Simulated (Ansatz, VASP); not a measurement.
Zn: VASP beside Ansatz

The input INCAR:

```
SYSTEM = Zn
PREC = Accurate
ENCUT = 520
EDIFF = 1E-7
ISMEAR = -1
SIGMA = 0.1
LREAL = .False.
LASPH = .True.
NELM = 80
ALGO = Normal
ISIF = 2
LWAVE = .False.
LCHARG = .False.
GGA = PE
NBANDS = 19
```

File KPOINTS:

```
Automatic mesh
0
Gamma
  22 22 11
  0 0 0
```

File POSCAR:

```
Zn
1.0
    2.5448545108      0.0000000000      0.0000000000
   -1.2724272554      2.2039086553      0.0000000000
    0.0000000000      0.0000000000      4.7554469072
Zn
2
Direct
    0.3333333333      0.6666666667      0.2500000000
    0.6666666667      0.3333333333      0.7500000000
```

Input for Ansatz:

```yaml
crystal:
  lattice:
    - [2.5448545108, 0.0, 0.0]
    - [-1.2724272554, 2.2039086553, 0.0]
    - [0.0, 0.0, 4.7554469072]
  atoms:
    - { symbol: Zn, position: [0.3333333333, 0.6666666667, 0.25] }
    - { symbol: Zn, position: [0.6666666667, 0.3333333333, 0.75] }
hamiltonian:
  xc: pbe
  pseudopotentials:
    kind: paw
    azcp:
      Zn: "pseudopotentials/Zn.paw.azcp"
basis:
  ecutwfc: 420
  fft_grid_basis: typed
kpoints:
  mp_grid: { grid: [22, 22, 11], shift: [0, 0, 0] }
magnetization:
  spin_polarized: false
scf:
  occupations: { method: fermi_dirac, width: 0.1 }
output:
  stress: true
```

Alike in both runs: task single point; functional PBE; k mesh 22 × 22 × 11; occupations fermi-dirac, width 0.1 eV; no spin polarisation.

|  | VASP | Ansatz |
| --- | --- | --- |
| version | VASP 6.6.1 | Ansatz 0.2.0 |
| potentials or method | VASP PAW PBE potentials, release 64 (Zn), cutoff 520 eV | plane waves (420 eV) with PAW, scalar-relativistic |
| valence electrons in the cell | 24 | 24 |

```tsv
	VASP	Ansatz	Ansatz less VASP
pressure (GPa)	14.0	13.5	-0.54
traceless stress, the component that is largest in VASP (GPa)	-3.93	-3.73	+0.199
```
